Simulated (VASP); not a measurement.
## Pd: single point with PBE

Pd:

```
CELL_PARAMETERS angstrom
-0.61492 1.69102 1.69102
1.69102 -0.61492 1.69102
1.69102 1.69102 -0.61492
ATOMIC_POSITIONS crystal
Pd 0.00000 0.00000 0.00000
```

This cell differs from its parent crystal: ratio of the length along [111] to the lengths across it x 0.6, volume and fractional coordinates fixed.

```
Program                : VASP 6.6.1
Task                   : single point
Functional             : PBE
Potentials or basis    : VASP PAW PBE potentials, release 64 (Pd)
Cutoff                 : 520 eV
k mesh                 : 24 × 24 × 24
Occupations            : gaussian, width 0.15 eV
Spin                   : no spin polarisation
Dipole correction      : no
Further INCAR settings : ALGO = Fast; EDIFF = 1e-07; NBANDS = 11
```

The pressure is 35.1 GPa and the band gap on the k mesh is zero (bands 5 and 6 overlap by 2.84 eV).

Stress tensor (GPa, compression positive):
```
35.07  5.90  5.90
 5.90 35.07  5.90
 5.90  5.90 35.07
```

Levels at points of the mesh, in eV from the Fermi level:
```tsv
k point	band 3	band 4	band 5	band 6	band 7	band 8
(0.00, 0.00, 0.00)	-5.52	-0.06	-0.06	0.02	16.90	18.67
(0.50, 0.00, 0.00)	-1.80	-1.39	-0.02	0.09	6.19	18.92
(0.50, 0.50, 0.00)	-1.32	-1.22	1.57	4.67	7.58	12.42
(0.50, 0.50, 0.50)	-4.53	1.62	1.62	8.26	12.42	14.66
```

Wall time 3.4 min on 1 thread of Intel Xeon 8259CL, on a shared host, peak memory 0.31 GiB.

Caveat: the cell stands under pressure.
